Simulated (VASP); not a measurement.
Set up this calculation in VASP 6.6.1, as the native input.

```
Task                   : single point
Functional             : r2SCAN
Potentials or basis    : VASP PAW PBE potentials, release 64 (Cd, Se)
Cutoff                 : 550 eV
k mesh                 : 6 × 6 × 6
Occupations            : fermi-dirac, width 0.02 eV
Spin                   : no spin polarisation
Dipole correction      : no
Further INCAR settings : ALGO = Normal; EDIFF = 1e-06; NBANDS = 16
```

Crystal: CdSe.

```
Cd Se
1.0
     0.00000    2.84295    2.84295
     2.84295    0.00000    2.84295
     2.84295    2.84295    0.00000
Cd Se
1 1
Cartesian
  0.0000 0.0000 0.0000
  2.8429 2.8429 2.8429
```

The input as run:

POSCAR

```
CdSe
1.0
    0.0000000000      2.8429458735      2.8429458735
    2.8429458735      0.0000000000      2.8429458735
    2.8429458735      2.8429458735      0.0000000000
Cd Se
1 1
Direct
    0.0000000000      0.0000000000      0.0000000000
    0.5000000000      0.5000000000      0.5000000000
```

INCAR.step1

```
SYSTEM = CdSe
PREC = Accurate
ENCUT = 550
ISMEAR = -1
SIGMA = 0.02
LREAL = .False.
LASPH = .True.
NELM = 120
NBANDS = 16
GGA = PE
ALGO = Normal
EDIFF = 1E-5
LWAVE = .True.
LCHARG = .False.
GGA_COMPAT = .False.
```

INCAR.step2

```
SYSTEM = CdSe
PREC = Accurate
ENCUT = 550
EDIFF = 1E-6
ISMEAR = -1
SIGMA = 0.02
LREAL = .False.
LASPH = .True.
NELM = 120
ALGO = Normal
ISIF = 2
LWAVE = .False.
LCHARG = .False.
METAGGA = R2SCAN
LMIXTAU = .True.
NBANDS = 16
ISTART = 1
GGA_COMPAT = .False.
```

KPOINTS

```
regular mesh
0
Gamma
  6 6 6
  0 0 0
```

Potentials or basis: VASP PAW PBE potentials, release 64 (Cd, Se).

The run is started by

```bash
$ cat potpaw_PBE.64/Cd/POTCAR potpaw_PBE.64/Se/POTCAR > POTCAR
$ cp INCAR.step1 INCAR
$ mpirun -np 1 vasp_std > vasp.out
$ cp INCAR.step2 INCAR
$ mpirun -np 1 vasp_std > vasp.out
```

Results of the run:

| Property | Result |
| --- | --- |
| Pressure | 0.4 GPa |

Caveat: the PAW data sets were made with another functional, which shifts forces and pressure a little.

Wall time 26 s on 1 thread of Intel(R) Xeon(R) 6975P-C (Granite Rapids), on a shared host, peak memory 0.18 GiB.
